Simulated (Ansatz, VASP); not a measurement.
**Two plane-wave programs on As**

```
As
1.0
     0.00000    2.13093    2.13093
     2.13093    0.00000    2.13093
     2.13093    2.13093    0.00000
As
1
Cartesian
  0.0000 0.0000 0.0000
```

Alike in both runs: functional PBE; k mesh 17 × 17 × 17; occupations fermi-dirac, width 0.05 eV; non-collinear spin, spin-orbit coupling.

Ansatz relaxed the structure, and its values are those at the end. VASP's run is a single point on that final structure, the one shown.

```csv
,VASP,Ansatz
version,VASP 6.6.1,Ansatz 0.2.0
potentials or method,"VASP PAW PBE potentials, release 64 (As)","PAW with Ansatz's default frozen-core files, fully relativistic files with spin-orbit coupling"
plane-wave cutoff (eV),520,420
valence electrons in the cell,5,15
```

```csv
,VASP,Ansatz,Ansatz less VASP
pressure (GPa),0.0,0.0,-0.06
```

The functional is the same, so the differences come from potentials, cutoffs and numerics. VASP's potentials hold 5 valence electrons a cell and Ansatz's 15, so a difference there can come from the potentials and not from the codes.
